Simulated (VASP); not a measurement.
Write the native input for VASP 6.6.1 that does the following.

* Task: single point
* Functional: LDA
* Potentials or basis: VASP PAW LDA potentials, release 64 (Ga_d, P)
* Cutoff: 520 eV
* k mesh: 8 × 8 × 8
* Occupations: gaussian, width 0.05 eV
* Spin: no spin polarisation
* Dipole correction: no
* Further INCAR settings: ALGO = Normal; EDIFF = 1e-07; NBANDS = 16

The structure of GaP lies in POSCAR:

```
GaP
1.0
    0.0000000000      2.6026137500      2.7252500000
    2.7252500000      0.0000000000      2.7252500000
    2.7252500000      2.6026137500      0.0000000000
Ga P
1 1
Direct
    0.0000000000      0.0000000000      0.0000000000
    0.7500000000      0.7500000000      0.7500000000
```

This cell differs from its parent crystal: strain -0.0450 x Voigt [0, 1, 0, 0, 0, 0].

One way to write it, as run:

INCAR

```
PREC = Accurate
ENCUT = 520
EDIFF = 1E-7
ISMEAR = 0
SIGMA = 0.05
LREAL = False
LASPH = True
NELM = 80
ALGO = Normal
ISIF = 2
LWAVE = False
LCHARG = False
NBANDS = 16
```

KPOINTS

```
regular mesh
0
Gamma
  8 8 8
```

Potentials or basis: VASP PAW LDA potentials, release 64 (Ga_d, P).

Run with:

```bash
$ cat potpaw_LDA.64/Ga_d/POTCAR potpaw_LDA.64/P/POTCAR > POTCAR
$ mpirun -np 1 vasp_std > vasp.out
```

It gave:

| Property | Result |
| --- | --- |
| Pressure | 1.3 GPa |
| Band gap on the k mesh | 0.97 eV, indirect (least direct gap 1.84 eV) |

Caveat: the cell differs from its parent crystal (strain -0.0450 x Voigt [0, 1, 0, 0, 0, 0]).

It took 14 s on 1 thread of Intel(R) Xeon(R) 6975P-C (Granite Rapids) (shared host), peak memory 0.16 GiB.
